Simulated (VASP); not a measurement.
Input of a VASP 6.6.1 run:

File INCAR:

```
SYSTEM = GaP
PREC = Accurate ; ENCUT = 520
EDIFF = 1E-6 ; ISMEAR = 0
SIGMA = 0.02 ; LREAL = .FALSE.
LASPH = .TRUE. ; NELM = 80
ALGO = Normal ; ISIF = 2
LWAVE = .FALSE. ; LCHARG = .FALSE.
GGA = PE ; NBANDS = 16
```

File KPOINTS:

```
regular mesh
0
G
  8 8 8
  0 0 0
```

File POSCAR:

```
GaP
1.0
    0.0000000000      2.7926770607      2.7926770607
    2.7926770607      0.0000000000      2.7926770607
    2.7926770607      2.7926770607      0.0000000000
Ga P
1 1
Direct
    0.0000000000      0.0000000000      0.0000000000
    0.2500000000      0.2500000000      0.2500000000
```

Potentials or basis: VASP PAW PBE potentials, release 64 (Ga_d, P).

The run is started by

```bash
$ cat potpaw_PBE.64/Ga_d/POTCAR potpaw_PBE.64/P/POTCAR > POTCAR
$ mpirun -np 1 vasp_std > vasp.out
```

Q: What does it give for the pressure?

A: -3.0 GPa.

Q: Predict the band gap on the k mesh.

A: 1.23 eV, direct.

A k mesh can miss the band edges.
